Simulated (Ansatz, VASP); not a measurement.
# AlN in VASP and in Ansatz

```
Al N
1.0
     3.16596    0.00000    0.00000
    -1.58298    2.74180    0.00000
     0.00000    0.00000    5.06736
Al N
2 2
Direct
  0.32047 0.64095 0.00152
  0.67953 0.35905 0.50152
  0.34481 0.68962 0.38348
  0.65519 0.31038 0.88348
```

Change from the starting cell: mode 5 frozen in at -0.069 Å, equal normal strain along x, y and z +0.0250.

Alike in both runs: task single point; functional LDA; k mesh 9 × 9 × 6; occupations gaussian, width 0.05 eV; no spin polarisation.

|  | VASP | Ansatz |
| --- | --- | --- |
| version | VASP 6.6.1 | Ansatz 0.2.0 |
| potentials or method | VASP PAW LDA potentials, release 64 (Al, N), cutoff 520 eV | scalar-relativistic, plane waves, PAW |
| valence electrons in the cell | 16 | 16 |

VASP gave:

* gap on the k mesh at the Fermi level (eV): 3.72
* least direct gap on the mesh (eV): 3.72
* pressure (GPa): -13.2
* traceless stress, the component that is largest in VASP (GPa): 0.78
* rms of the force components (eV/Å): 0.176

Task: Which values does Ansatz return?

Result: gap on the k mesh at the Fermi level (eV): 3.72; least direct gap on the mesh (eV): 3.72; pressure (GPa): -13.7; traceless stress, the component that is largest in VASP (GPa): 0.80; rms of the force components (eV/Å): 0.176.

LDA's correlation is that of Perdew and Zunger in VASP and of Perdew and Wang (1992) in Ansatz. Atom by atom the forces differ by 0.001 eV/Å (rms over components).
